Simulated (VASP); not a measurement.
# PbS (Fm-3m) in VASP: a series of runs, part 2 of 2

VASP 6.6.1. Earlier steps stand in the parts before.

**6. Single point, LDA**

File INCAR:

```
PREC = Accurate ; ENCUT = 520
EDIFF = 1E-6 ; ISMEAR = -1
SIGMA = 0.05 ; LREAL = False
LASPH = True ; NELM = 80
ALGO = Normal ; ISIF = 2
LWAVE = False ; LCHARG = False
GGA = CA ; NBANDS = 17
```

File KPOINTS:

```
regular mesh
0
Gamma
  8 8 8
```

File POSCAR:

```
PbS
1.0
    0.0000000000      2.9256673838      2.9256673838
    2.9256673838      0.0000000000      2.9256673838
    2.9256673838      2.9256673838      0.0000000000
Pb S
1 1
Direct
    0.0000000000      0.0000000000      0.0000000000
    0.5000000000      0.5000000000      0.5000000000
```

Potentials or basis: VASP PAW LDA potentials, release 64 (Pb_d, S).

Run with:

```
cat potpaw_LDA.64/Pb_d/POTCAR potpaw_LDA.64/S/POTCAR > POTCAR
mpirun -np 1 vasp_std > vasp.out
```

OUTCAR:

```text
PREC = Accurate
   ENCUT = 520
   EDIFF = 1E-6
   ISMEAR = -1
   LREAL = False
   LASPH = True
   NELM = 80
   ISIF = 2
   GGA = CA

 ion  position               nearest neighbor table
   1  0.000  0.000  0.000-   2 2.93   2 2.93   2 2.93   2 2.93   2 2.93   2 2.93
   2  0.500  0.500  0.500-   1 2.93   1 2.93   1 2.93   1 2.93   1 2.93   1 2.93

  LATTYP: Found a face centered cubic cell.
 ALAT       =     5.8513347676

  Lattice vectors:

 A1 = (   0.0000000000,   2.9256673838,   2.9256673838)
 A2 = (   2.9256673838,   0.0000000000,   2.9256673838)
 A3 = (   2.9256673838,   2.9256673838,   0.0000000000)

Analysis of symmetry for initial positions (statically):
=====================================================================
 Subroutine PRICEL returns:
 Original cell was already a primitive cell.

 Routine SETGRP: Setting up the symmetry group for a
 face centered cubic supercell.

 Subroutine GETGRP returns: Found 48 space group operations
 (whereof 48 operations were pure point group operations)
 out of a pool of 48 trial point group operations.

The static configuration has the point symmetry O_h .
[... 157 lines left out ...]

  energy without entropy =       -9.99879461  energy(sigma->0) =       -9.99931046

 E-fermi :   6.2250     XC(G=0): -10.2174

 val. band max:        6.1989117432   @ k =   0.5000   0.0000   0.0000
 cond. band min:       6.2511720236   @ k =   0.5000   0.0000   0.0000
 fundamental gap:      0.0522602804
 Fermi energy:         6.2250430378

 k-point     1 :       0.0000    0.0000    0.0000
  band No.  band energies     occupation
      1     -10.7044      2.00000
      2     -10.7044      2.00000
      3     -10.7044      2.00000
      4     -10.6968      2.00000
      5     -10.6968      2.00000
      6      -7.8039      2.00000
[... 457 lines left out ...]
      4     -10.6704      2.00000
      5     -10.6451      2.00000
      6      -6.1417      2.00000
[... 9 lines left out ...]
     16      17.0072      0.00000
     17      17.2572      0.00000

 [... further k-points ...]

------------------------ aborting loop because EDIFF is reached ----------------------------------------

  FORCE on cell =-STRESS in cart. coord.  units (eV):
  Direction    XX          YY          ZZ          XY          YZ          ZX
  --------------------------------------------------------------------------------------
  -------------------------------------------------------------------------------------
  Total       -0.0641930     -0.0641930     -0.0641930      0.0000000      0.0000000     -0.0000000
  in kB       -2.0534953     -2.0534953     -2.0534953      0.0000000      0.0000000     -0.0000000
  external PRESSURE =      -2.0534953 kB  Pullay stress =       0.0000000 kB

 VOLUME and BASIS-vectors are now :
 -----------------------------------------------------------------------------
  energy-cutoff  :      520.00
  volume of cell :       50.08
      direct lattice vectors                 reciprocal lattice vectors
     0.000000000  2.925667384  2.925667384    -0.170901177  0.170901177  0.170901177
     2.925667384  0.000000000  2.925667384     0.170901177 -0.170901177  0.170901177
     2.925667384  2.925667384  0.000000000     0.170901177  0.170901177 -0.170901177

 POSITION                                       TOTAL-FORCE (eV/Angst)
 -----------------------------------------------------------------------------------
      0.00000      0.00000      0.00000         0.000000     -0.000000     -0.000000
      2.92567      2.92567      2.92567        -0.000000      0.000000      0.000000
 -----------------------------------------------------------------------------------
    total drift:                                0.000000     -0.000000     -0.000000

  FREE ENERGIE OF THE ION-ELECTRON SYSTEM (eV)
  ---------------------------------------------------
  free  energy   TOTEN  =        -9.9998263198 eV

  energy  without entropy=       -9.9987946076  energy(sigma->0) =       -9.99931046
```

OSZICAR:

```text
N       E                     dE             d eps       ncg     rms          rms(c)
DAV:   1     0.158718150195E+03    0.15872E+03   -0.98068E+03   986   0.124E+03
DAV:   2     0.225139685721E+01   -0.15647E+03   -0.15102E+03  1046   0.322E+02
DAV:   3    -0.101082151106E+02   -0.12360E+02   -0.12239E+02  1319   0.933E+01
DAV:   4    -0.104159569766E+02   -0.30774E+00   -0.30742E+00  1243   0.160E+01
DAV:   5    -0.104255263020E+02   -0.95693E-02   -0.95685E-02  1433   0.274E+00    0.481E+00
DAV:   6    -0.100112656289E+02    0.41426E+00   -0.11908E+00  1582   0.775E+00    0.340E+00
DAV:   7    -0.100034376764E+02    0.78280E-02   -0.99031E-02  1207   0.161E+00    0.181E+00
DAV:   8    -0.100001030476E+02    0.33346E-02   -0.98144E-03  1240   0.101E+00    0.128E-01
DAV:   9    -0.999980714278E+01    0.29590E-03   -0.17568E-03  1545   0.342E-01    0.736E-02
DAV:  10    -0.999983053576E+01   -0.23393E-04   -0.12125E-04  1132   0.754E-02    0.395E-02
DAV:  11    -0.999982650320E+01    0.40326E-05   -0.15885E-05  1342   0.444E-02    0.119E-02
DAV:  12    -0.999982631982E+01    0.18338E-06   -0.93266E-07   726   0.138E-02
   1 F= -.99998263E+01 E0= -.99993105E+01  d E =-.103171E-02
```

stdout:

```text
POSCAR found type information on POSCAR PbS
 POSCAR found :  2 types and       2 ions
 scaLAPACK will be used
 LDA part: xc-table for (Slater(with rela. corr.)+CA(PZ))
 , standard interpolation
 POSCAR, INCAR and KPOINTS ok, starting setup
 FFT: planning ... GRIDC
 FFT: planning ... GRID_SOFT
 FFT: planning ... GRID
 WAVECAR not read
 entering main loop
```

It used 15 s of CPU time on 1 thread of Intel Xeon 6455B, with other jobs on the host.

Results:

* Free energy: -9.9998 eV
* Pressure: -0.2 GPa
* Band gap on the k mesh: 0.05 eV

Caveat: spin-orbit coupling is left out, which moves the levels of the heavy elements. A k mesh can miss the band edges.

**7. The runs side by side**

```tsv
level	potentials or basis	cell	gap on the mesh (eV)	pressure (GPa)
RPBE	VASP PAW PBE potentials, release 64 (Pb_d, S)	a = 4.138 Å, angles 60.0°, 2 atoms	0.30	6.9
revPBE+D3(BJ)	VASP PAW PBE potentials, release 64 (Pb_d, S)	a = 4.138 Å, angles 60.0°, 2 atoms	0.27	1.9
BLYP+D4	VASP PAW PBE potentials, release 64 (Pb_d, S)	a = 4.138 Å, angles 60.0°, 2 atoms	0.33	4.7
SVWN5	VASP PAW PBE potentials, release 64 (Pb_d, S)	a = 4.131 Å, angles 60.0°, 2 atoms	0.07	0.0
LDA	VASP PAW LDA potentials, release 64 (Pb_d, S)	a = 4.138 Å, angles 60.0°, 2 atoms	0.05	-0.2
```

Alike in all rows: task single point; no spin polarisation; k mesh 8 × 8 × 8; cutoff (eV) 520; smearing fermi-dirac 0.05 eV.

Caveats: spin-orbit coupling is left out, which moves the levels of the heavy elements; the PAW data sets were made with another functional, which shifts forces and pressure a little (at least some runs); the cell stands under pressure (at least some runs).

Total energies depend on the potentials used, so only differences within one code and one set of settings carry meaning.
